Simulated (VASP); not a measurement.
Here is a VASP 6.6.1 calculation.

INCAR

```
PREC = Accurate ; ENCUT = 520
EDIFF = 1E-6 ; ISMEAR = 0
SIGMA = 0.1 ; LREAL = F
LASPH = T ; NELM = 60
ALGO = Normal ; ISIF = 2
LWAVE = F ; LCHARG = F
GGA = PE ; NBANDS = 19
```

Contents of KPOINTS:

```
regular mesh
0
Gamma
  14 8 8
```

File POSCAR:

```
Si4O
1.0
    2.6847482264      0.0000000000      0.0000000000
    0.0000000000      6.0840949552      0.0000000000
    0.0000000000      0.0000000000      5.5804227172
Si O
4 1
Direct
    0.5000000000      0.2512445445      0.0000000000
    0.5000000000      0.7487554555      0.0000000000
    0.0000000000      0.5000000000      0.7200438894
    0.0000000000      0.5000000000      0.2799561106
    0.0000000000      0.0000000000      0.0000000000
```

Potentials or basis: VASP PAW PBE potentials, release 64 (Si, O).

Launch:

```console
$ cat potpaw_PBE.64/Si/POTCAR potpaw_PBE.64/O/POTCAR > POTCAR
$ mpirun -np 1 vasp_std > vasp.out
```

**Question.** Predict the pressure.

**Answer.** 0.0 GPa.

**Question.** Predict the band gap on the k mesh.

**Answer.** Zero (bands 11 and 12 overlap by 3.55 eV).

**Question.** Estimate the largest force.

**Answer.** 0.022 eV/Å.

Forces in eV/Å, atoms in the order of the input:
```
Si   0.000  0.022  0.000
Si   0.000 -0.022  0.000
Si   0.000  0.000 -0.001
Si   0.000  0.000  0.001
O    0.000  0.000  0.000
```
